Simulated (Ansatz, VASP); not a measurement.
## Two plane-wave programs on ZnS

The input POSCAR:

```
ZnS
1.0
    0.0000000000      2.6940955541      2.6940955541
    2.6940955541      0.0000000000      2.6940955541
    2.6940955541      2.6940955541      0.0000000000
Zn S
1 1
Direct
    0.2500000000      0.2500000000      0.2500000000
    0.0000000000      0.0000000000      0.0000000000
```

Contents of INCAR.step1:

```
PREC = Accurate
ENCUT = 550
ISMEAR = 0
SIGMA = 0.01
LREAL = False
LASPH = True
NELM = 120
NBANDS = 16
GGA = PE
ALGO = Normal
EDIFF = 1E-5
LWAVE = True
LCHARG = False
GGA_COMPAT = False
```

INCAR.step2

```
PREC = Accurate
ENCUT = 550
EDIFF = 1E-6
ISMEAR = 0
SIGMA = 0.01
LREAL = False
LASPH = True
NELM = 120
ALGO = Normal
ISIF = 2
LWAVE = False
LCHARG = False
METAGGA = R2SCAN
LMIXTAU = True
NBANDS = 16
ISTART = 1
GGA_COMPAT = False
```

The input KPOINTS:

```
regular mesh
0
Gamma
  8 8 8
```

Input for Ansatz:

```yaml
crystal:
  lattice:
    - [0.0, 2.6940955541, 2.6940955541]
    - [2.6940955541, 0.0, 2.6940955541]
    - [2.6940955541, 2.6940955541, 0.0]
  atoms:
    - { symbol: Zn, position: [0.25, 0.25, 0.25] }
    - { symbol: S, position: [0.0, 0.0, 0.0] }
kpoints:
  mp_grid: { grid: [8, 8, 8] }
hamiltonian:
  xc: r2scan
scf:
  occupations: { method: fixed }
output:
  optics:
    e_range: [0, 10]
    de: 0.2
    sigma: 0.25
    scissors: 0
    scheme: fermi_dirac
    bands: scf
```

Alike in both runs: task single point; functional r2SCAN; k mesh 8 × 8 × 8; no spin polarisation.

|  | VASP | Ansatz |
| --- | --- | --- |
| version | VASP 6.6.1 | Ansatz 0.2.0 |
| potentials or method | VASP PAW PBE potentials, release 64 (Zn, S) | plane waves, PAW |
| plane-wave cutoff (eV) | 550 | 500 |
| occupations | gaussian, width 0.01 eV | fixed |
| valence electrons in the cell | 18 | 18 |

```tsv
	VASP	Ansatz	Ansatz less VASP
gap on the k mesh at the Fermi level (eV)	2.72	2.71	-0.010
```

VASP's potentials were made for PBE, not for r2SCAN.
